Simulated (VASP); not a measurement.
# HC4 in VASP: further runs

HC4 is run at these levels: PBEsol; tasks: single point.

All numbers are computed with VASP 6.6.1; they aren't measurements. Logs are shortened: lines on timing, memory, paths and dates and some standing lists are left out, and cuts for length are marked.

### 1 The cell of the first run

The cell holds a wire or tube with vacuum around it, 20 atoms: a = 19.500 Å, b = 9.300 Å, c = 4.259 Å, α = 90.00°, β = 90.00°, γ = 90.00°.

### 2 Single point, PBEsol

File INCAR:

```
SYSTEM = HC4
ALGO = Normal
EDIFF = 1E-7
ENCUT = 520
GGA = PS
ISIF = 2
ISMEAR = 0
LASPH = .TRUE.
LCHARG = .FALSE.
LREAL = Auto
LWAVE = .FALSE.
NBANDS = 50
NELM = 60
PREC = Accurate
SIGMA = 0.05
```

File KPOINTS:

```
k-points
0
G
  1 1 13
  0 0 0
```

File POSCAR:

```
HC4
1.0
   19.5000000000      0.0000000000      0.0000000000
    0.0000000000      9.3000000000      0.0000000000
    0.0000000000      0.0000000000      4.2588411474
C H
16 4
Direct
    0.7206654049      0.5000000000      0.3333333333
    0.5945708878      0.5000000000      0.3333333333
    0.6576181463      0.5000000000      0.8333333333
    0.4684763707      0.5000000000      0.3333333333
    0.5315236293      0.5000000000      0.8333333333
    0.3423818537      0.5000000000      0.3333333333
    0.4054291122      0.5000000000      0.8333333333
    0.2793345951      0.5000000000      0.8333333333
    0.6576181463      0.5000000000      0.1666666667
    0.7206654049      0.5000000000      0.6666666667
    0.5315236293      0.5000000000      0.1666666667
    0.5945708878      0.5000000000      0.6666666667
    0.4054291122      0.5000000000      0.1666666667
    0.4684763707      0.5000000000      0.6666666667
    0.2793345951      0.5000000000      0.1666666667
    0.3423818537      0.5000000000      0.6666666667
    0.7690740044      0.5000000000      0.2053642495
    0.2309259956      0.5000000000      0.7053642495
    0.7690740044      0.5000000000      0.7946357505
    0.2309259956      0.5000000000      0.2946357505
```

Potentials or basis: VASP PAW PBE potentials, release 64 (C, H).

Command:

```console
> cat potpaw_PBE.64/C/POTCAR potpaw_PBE.64/H/POTCAR > POTCAR
> mpirun -np 1 vasp_std > vasp.out
```

OUTCAR:

```text
SYSTEM = HC4
   EDIFF = 1E-7
   ENCUT = 520
   GGA = PS
   ISIF = 2
   ISMEAR = 0
   LASPH = .TRUE.
   LREAL = Auto
   NELM = 60
   PREC = Accurate

 ion  position               nearest neighbor table
   1  0.721  0.500  0.333-  17 1.09  10 1.42   9 1.42
   2  0.595  0.500  0.333-   9 1.42  11 1.42  12 1.42
   3  0.658  0.500  0.833-  12 1.42   9 1.42  10 1.42
   4  0.468  0.500  0.333-  13 1.42  14 1.42  11 1.42
   5  0.532  0.500  0.833-  12 1.42  11 1.42  14 1.42
   6  0.342  0.500  0.333-  13 1.42  16 1.42  15 1.42
[... 8 lines left out ...]
  15  0.279  0.500  0.167-  20 1.09   8 1.42   6 1.42
  16  0.342  0.500  0.667-   7 1.42   6 1.42   8 1.42
  17  0.769  0.500  0.205-   1 1.09
  18  0.231  0.500  0.705-   8 1.09
  19  0.769  0.500  0.795-  10 1.09
  20  0.231  0.500  0.295-  15 1.09

  LATTYP: Found a simple orthorhombic cell.
 ALAT       =     4.2588411474
 B/A-ratio  =     2.1836926239
 C/A-ratio  =     4.5787103405

  Lattice vectors:

 A1 = (   0.0000000000,   0.0000000000,  -4.2588411474)
 A2 = (   0.0000000000,   9.3000000000,   0.0000000000)
 A3 = (  19.5000000000,   0.0000000000,   0.0000000000)

Analysis of symmetry for initial positions (statically):
=====================================================================
 Subroutine PRICEL returns:
 Original cell was already a primitive cell.

 Routine SETGRP: Setting up the symmetry group for a
 simple orthorhombic supercell.

 Subroutine GETGRP returns: Found  8 space group operations
 (whereof  4 operations were pure point group operations)
 out of a pool of  8 trial point group operations.

The static configuration has the point symmetry C_2v.
 The point group associated with its full space group is D_2h.

Analysis of symmetry for dynamics (positions and initial velocities):
=====================================================================
 Subroutine PRICEL returns:
 Original cell was already a primitive cell.

 Routine SETGRP: Setting up the symmetry group for a
 simple orthorhombic supercell.

 Subroutine GETGRP returns: Found  8 space group operations
 (whereof  4 operations were pure point group operations)
 out of a pool of  8 trial point group operations.

The dynamic configuration has the point symmetry C_2v.
 The point group associated with its full space group is D_2h.

 Subroutine INISYM returns: Found  8 space group operations
 (whereof  4 operations are pure point group operations),
 and found     1 'primitive' translations

----------------------------------------------------------------------------------------

                                     Primitive cell

  volume of cell :     772.3408

  direct lattice vectors                    reciprocal lattice vectors
    19.500000000  0.000000000  0.000000000     0.051282051  0.000000000  0.000000000
     0.000000000  9.300000000  0.000000000     0.000000000  0.107526882  0.000000000
     0.000000000  0.000000000  4.258841147     0.000000000  0.000000000  0.234805658

  length of vectors
    19.500000000  9.300000000  4.258841147     0.051282051  0.107526882  0.234805658

  position of ions in fractional coordinates (direct lattice)
     0.720665405  0.500000000  0.333333333
     0.594570888  0.500000000  0.333333333
     0.657618146  0.500000000  0.833333333
     0.468476371  0.500000000  0.333333333
     0.531523629  0.500000000  0.833333333
     0.342381854  0.500000000  0.333333333
[... 12 lines left out ...]
     0.769074004  0.500000000  0.794635750
     0.230925996  0.500000000  0.294635750

  ion indices of the primitive-cell ions
   primitive index   ion index
                 1           1
                 2           2
                 3           3
                 4           4
                 5           5
                 6           6
[... 12 lines left out ...]
                19          19
                20          20

----------------------------------------------------------------------------------------

 KPOINTS: k-points

Automatic generation of k-mesh.
 Grid dimensions read from file:
 generate k-points for:    1    1   13

 Generating k-lattice:

  Cartesian coordinates                     Fractional coordinates (reciprocal lattice)
     0.051282051  0.000000000  0.000000000     1.000000000  0.000000000  0.000000000
     0.000000000  0.107526882  0.000000000     0.000000000  1.000000000  0.000000000
     0.000000000  0.000000000  0.018061974     0.000000000  0.000000000  0.076923077

  Length of vectors
     0.051282051  0.107526882  0.018061974

  Shift w.r.t. Gamma in fractional coordinates (k-lattice)
     0.000000000  0.000000000  0.000000000

 Subroutine IBZKPT returns following result:
 ===========================================

 Found      7 irreducible k-points:

 Following reciprocal coordinates:
            Coordinates               Weight
  0.000000  0.000000  0.000000      1.000000
  0.000000  0.000000  0.076923      2.000000
  0.000000  0.000000  0.153846      2.000000
  0.000000  0.000000  0.230769      2.000000
  0.000000  0.000000  0.307692      2.000000
  0.000000  0.000000  0.384615      2.000000
  0.000000  0.000000  0.461538      2.000000
   k-points           NKPTS =      7   k-points in BZ     NKDIM =      7   number of bands    NBANDS=     50
   number of dos      NEDOS =    301   number of ions     NIONS =     20
   total plane-waves  NPLWV = 336000
   dimension x,y,z NGX =   150 NGY =   70 NGZ =   32
   dimension x,y,z NGXF=   300 NGYF=  140 NGZF=   64
   ions per type =              16   4
   NGX,Y,Z   is equivalent  to a cutoff of  12.79, 12.51, 12.49 a.u.
   NGXF,Y,Z  is equivalent  to a cutoff of  25.58, 25.03, 24.98 a.u.
 SYSTEM =  HC4
   PREC   = accura    normal or accurate (medium, high low for compatibility)
   ISTART =      0    job   : 0-new  1-cont  2-samecut
   ICHARG =      2    charge: 1-file 2-atom 10-const
   ISPIN  =      1    spin polarized calculation?
   LNONCOLLINEAR =      F non collinear calculations
   LSORBIT =      F    spin-orbit coupling
   LASPH  =      T    aspherical Exc in radial PAW
   ENCUT  =  520.0 eV  38.22 Ry    6.18 a.u.  36.26 17.29  7.92*2*pi/ulx,y,z
   NELM   =     60;   NELMIN=  2; NELMDL= -5     # of ELM steps
   EDIFF  = 0.1E-06   stopping-criterion for ELM
   LREAL  =      T    real-space projection
   EDIFFG = 0.1E-05   stopping-criterion for IOM
   NSW    =      0    number of steps for IOM
   IBRION =     -1    ionic relax: 0-MD 1-quasi-New 2-CG
   NFREE  =      0    steps in history (QN), initial steepest desc. (CG)
   ISIF   =      2    stress and relaxation
   ISYM   =      2    0-nonsym 1-usesym 2-fastsym
   POTIM  = 0.5000    time-step for ionic-motion
   TEBEG  =    0.0;   TEEND  =   0.0 temperature during run
   PSTRESS=    0.0 pullay stress
   NELECT =      68.0000    total number of electrons
   NUPDOWN=      -1.0000    fix difference up-down
   EMIN   =  10.00;   EMAX   =-10.00  energy-range for DOS
   EFERMI =   0.00;   METHOD = LEGACY
   ISMEAR =     0;   SIGMA  =   0.05  broadening in eV -4-tet -1-fermi 0-gaus
   EFERMI_NEDOS =   21; number of points for ismear=-14 and -15
   IALGO  =     38    algorithm
   IMIX   =      4    mixing-type and parameters
     AMIX     =   0.40;   BMIX     =  1.00
     AMIX_MAG =   1.60;   BMIX_MAG =  1.00
  volume/ion in A,a.u.               =      38.62       260.60
  Fermi-wavevector in a.u.,A,eV,Ry     =   0.728296  1.376281  7.216742  0.530416
  Thomas-Fermi vector in A             =   1.819734
   LORBIT       =      0    0 simple, 1 ext, 2 COOP (PROOUT), +10 PAW based schemes
   GGA     = PS    functional components
   LHFCALC =     F    Hartree Fock is set to
   AEXX    =    0.0000 exact exchange contribution
   IVDW    =     0    specifies the selected vdW correction
   LEPSILON=     F    determine dielectric tensor
   LRPA    =     F    only Hartree local field effects (RPA)
 non-spin polarized calculation
 Gauss-broadening in eV      SIGMA  =   0.05
  energy-cutoff  :      520.00
  volume of cell :      772.34
 maximum number of plane-waves:     20872
 NGX is ok and might be reduce to   150
   NGX = 73   NGY = 35   NGZ = 15

 number of electron      68.0000002 magnetization

 Free energy of the ion-electron system (eV)
  ---------------------------------------------------
  ext. energy  EPLUGINS =         0.00000000
  ---------------------------------------------------
  free energy    TOTEN  =      -166.73687458 eV

  energy without entropy =     -166.73685748  energy(sigma->0) =     -166.73686603

 E-fermi :  -2.2833     XC(G=0):  -2.8765

 val. band max:       -2.4009363876   @ k =   0.0000   0.0000   0.0000
 cond. band min:      -2.1656418241   @ k =   0.0000   0.0000   0.0000
 fundamental gap:      0.2352945635
 Fermi energy:        -2.2832891112

 k-point     1 :       0.0000    0.0000    0.0000
  band No.  band energies     occupation
      1     -21.5609      2.00000
      2     -20.8242      2.00000
      3     -19.6907      2.00000
      4     -18.2245      2.00000
      5     -16.5295      2.00000
      6     -16.2787      2.00000
[... 38 lines left out ...]
     45       2.4985      0.00000
     46       2.5620      0.00000

 k-point     2 :       0.0000    0.0000    0.0769
  band No.  band energies     occupation
      1     -21.5259      2.00000
      2     -20.7894      2.00000
      3     -19.6565      2.00000
      4     -18.1919      2.00000
      5     -16.7477      2.00000
      6     -16.5099      2.00000
[... 38 lines left out ...]
     45       2.5526      0.00000
     46       2.6101      0.00000

 k-point     3 :       0.0000    0.0000    0.1538
  band No.  band energies     occupation
      1     -21.4207      2.00000
      2     -20.6851      2.00000
      3     -19.5541      2.00000
      4     -18.0950      2.00000
      5     -17.4518      2.00000
      6     -16.7908      2.00000
[... 38 lines left out ...]
     45       2.7107      0.00000
     46       2.7544      0.00000

 k-point     4 :       0.0000    0.0000    0.2308
  band No.  band energies     occupation
      1     -21.2457      2.00000
      2     -20.5117      2.00000
      3     -19.3840      2.00000
      4     -18.1408      2.00000
      5     -17.9295      2.00000
      6     -17.4507      2.00000
[... 38 lines left out ...]
     45       2.9379      0.00000
     46       2.9938      0.00000

 k-point     5 :       0.0000    0.0000    0.3077
  band No.  band energies     occupation
      1     -21.0014      2.00000
      2     -20.2697      2.00000
      3     -19.1474      2.00000
      4     -18.7718      2.00000
      5     -18.0692      2.00000
      6     -17.7147      2.00000
[... 38 lines left out ...]
     45       3.1965      0.00000
     46       3.3263      0.00000

 k-point     6 :       0.0000    0.0000    0.3846
  band No.  band energies     occupation
      1     -20.6882      2.00000
      2     -19.9600      2.00000
      3     -19.3467      2.00000
      4     -18.8512      2.00000
      5     -18.6273      2.00000
      6     -17.6003      2.00000
[... 38 lines left out ...]
     45       3.5293      0.00000
     46       3.7114      0.00000

 k-point     7 :       0.0000    0.0000    0.4615
  band No.  band energies     occupation
      1     -20.3073      2.00000
      2     -19.8599      2.00000
      3     -19.5831      2.00000
      4     -19.1430      2.00000
      5     -18.4743      2.00000
      6     -18.0510      2.00000
[... 38 lines left out ...]
     45       3.5045      0.00000
     46       3.5062      0.00000
 [bands above 46 left out]

------------------------ aborting loop because EDIFF is reached ----------------------------------------

  FORCE on cell =-STRESS in cart. coord.  units (eV):
  Direction    XX          YY          ZZ          XY          YZ          ZX
  --------------------------------------------------------------------------------------
  -------------------------------------------------------------------------------------
  Total       -1.4562505     -0.1081328     -0.3160432      0.0000000      0.0000000      0.0000000
  in kB       -3.0209092     -0.2243154     -0.6556137      0.0000000      0.0000000      0.0000000
  external PRESSURE =      -1.3002794 kB  Pullay stress =       0.0000000 kB

 VOLUME and BASIS-vectors are now :
 -----------------------------------------------------------------------------
  energy-cutoff  :      520.00
  volume of cell :      772.34
      direct lattice vectors                 reciprocal lattice vectors
    19.500000000  0.000000000  0.000000000     0.051282051  0.000000000  0.000000000
     0.000000000  9.300000000  0.000000000     0.000000000  0.107526882  0.000000000
     0.000000000  0.000000000  4.258841147     0.000000000  0.000000000  0.234805658

 POSITION                                       TOTAL-FORCE (eV/Angst)
 -----------------------------------------------------------------------------------
     14.05298      4.65000      1.41961        -0.488380      0.000000      2.216873
     11.59413      4.65000      1.41961         0.213843      0.000000      0.007843
     12.82355      4.65000      3.54903         0.389132      0.000000     -0.437241
      9.13529      4.65000      1.41961         0.063568      0.000000      0.205036
     10.36471      4.65000      3.54903        -0.063568      0.000000      0.205036
      6.67645      4.65000      1.41961        -0.389132      0.000000     -0.437241
[... 12 lines left out ...]
     14.99694      4.65000      3.38423         0.045712      0.000000     -0.184396
      4.50306      4.65000      1.25481        -0.045712      0.000000     -0.184396
 -----------------------------------------------------------------------------------
    total drift:                                0.000000     -0.000000      0.000000

  FREE ENERGIE OF THE ION-ELECTRON SYSTEM (eV)
  ---------------------------------------------------
  free  energy   TOTEN  =      -166.7368745786 eV

  energy  without entropy=     -166.7368574755  energy(sigma->0) =     -166.73686603
```

Wall time 15 min (1 thread of Intel Xeon 8259CL, shared host); peak memory 0.73 GiB.

What came out:

```yaml
Free_energy: -166.7369 eV
Largest_force: 2.270 eV/Å
Band_gap_on_the_k_mesh: 0.24 eV
```

Forces on the atoms (eV/Å):
```
C   -0.488  0.000  2.217
C    0.214  0.000  0.008
C    0.389  0.000 -0.437
C    0.064  0.000  0.205
C   -0.064  0.000  0.205
C   -0.389  0.000 -0.437
C   -0.214  0.000  0.008
C    0.488  0.000  2.217
C    0.389  0.000  0.437
C   -0.488  0.000 -2.217
C   -0.064  0.000 -0.205
C    0.214  0.000 -0.008
C   -0.214  0.000 -0.008
C    0.064  0.000 -0.205
C    0.488  0.000 -2.217
C   -0.389  0.000  0.437
H    0.046  0.000  0.184
H   -0.046  0.000  0.184
H    0.046  0.000 -0.184
H   -0.046  0.000 -0.184
```

Levels at points of the mesh, in eV from the valence-band top:
```csv
k point,band 30,band 31,band 32,band 33,band 34,band 35,band 36,band 37,band 38,band 39
"(0.00, 0.00, 0.00)",-3.16,-1.95,-1.74,-1.10,0.00,0.24,1.22,1.71,2.00,3.17
```

Caveat: the PAW data sets were made with another functional, which shifts forces and pressure a little.

### 3 Single point, PBEsol

This run uses another cell than the first one.

File INCAR:

```
SYSTEM = HC4
PREC = Accurate
ENCUT = 520
EDIFF = 1E-6
ISMEAR = 0
SIGMA = 0.05
LREAL = Auto
LASPH = .True.
NELM = 80
ALGO = Normal
ISIF = 2
LWAVE = .False.
LCHARG = .False.
GGA = PS
NBANDS = 50
```

File KPOINTS:

```
regular mesh
0
Gamma
  1 1 13
  0 0 0
```

File POSCAR:

```
HC4
1.0
   19.5000000000      0.0000000000      0.0000000000
    0.0000000000      9.3000000000      0.0000000000
    0.0000000000      0.0000000000      4.2797679173
C H
16 4
Direct
    0.7193616256      0.5000000000      0.3403115858
    0.5946863440      0.5000000000      0.3332052181
    0.6576609573      0.5000000000      0.8327864672
    0.4685031303      0.5000000000      0.3340136085
    0.5314968697      0.5000000000      0.8340136085
    0.3423390427      0.5000000000      0.3327864672
    0.4053136560      0.5000000000      0.8332052181
    0.2806383744      0.5000000000      0.8403115858
    0.6576609573      0.5000000000      0.1672135328
    0.7193616256      0.5000000000      0.6596884142
    0.5314968697      0.5000000000      0.1659863915
    0.5946863440      0.5000000000      0.6667947819
    0.4053136560      0.5000000000      0.1667947819
    0.4685031303      0.5000000000      0.6659863915
    0.2806383744      0.5000000000      0.1596884142
    0.3423390427      0.5000000000      0.6672135328
    0.7685972339      0.5000000000      0.2191895548
    0.2314027661      0.5000000000      0.7191895548
    0.7685972339      0.5000000000      0.7808104452
    0.2314027661      0.5000000000      0.2808104452
```

Potentials or basis: VASP PAW PBE potentials, release 64 (C, H).

Command:

```console
> cat potpaw_PBE.64/C/POTCAR potpaw_PBE.64/H/POTCAR > POTCAR
> mpirun -np 1 vasp_std > vasp.out
```

Run time: 11 min. Hardware: 1 thread of Intel Xeon 8259CL, shared host; peak memory 0.73 GiB.

It converged, with:

```yaml
Free_energy: -166.9225 eV
Largest_force: 0.033 eV/Å
Band_gap_on_the_k_mesh: 0.28 eV
```

Forces on the atoms (eV/Å):
```
C    0.030  0.000 -0.005
C    0.001  0.000 -0.013
C    0.002  0.000  0.008
C    0.005  0.000 -0.001
C   -0.005  0.000 -0.001
C   -0.002  0.000  0.008
C   -0.001  0.000 -0.013
C   -0.030  0.000 -0.005
C    0.002  0.000 -0.008
C    0.030  0.000  0.005
C   -0.005  0.000  0.001
C    0.001  0.000  0.013
C   -0.001  0.000  0.013
C    0.005  0.000  0.001
C   -0.030  0.000  0.005
C   -0.002  0.000 -0.008
H    0.024  0.000 -0.022
H   -0.024  0.000 -0.022
H    0.024  0.000  0.022
H   -0.024  0.000  0.022
```

Levels at points of the mesh, in eV from the valence-band top:
```
           k point  band 32  band 33  band 34  band 35  band 36  band 37
(0.00, 0.00, 0.00)    -1.76    -1.10     0.00     0.28     1.24     1.71
```

Caveat: the PAW data sets were made with another functional, which shifts forces and pressure a little.
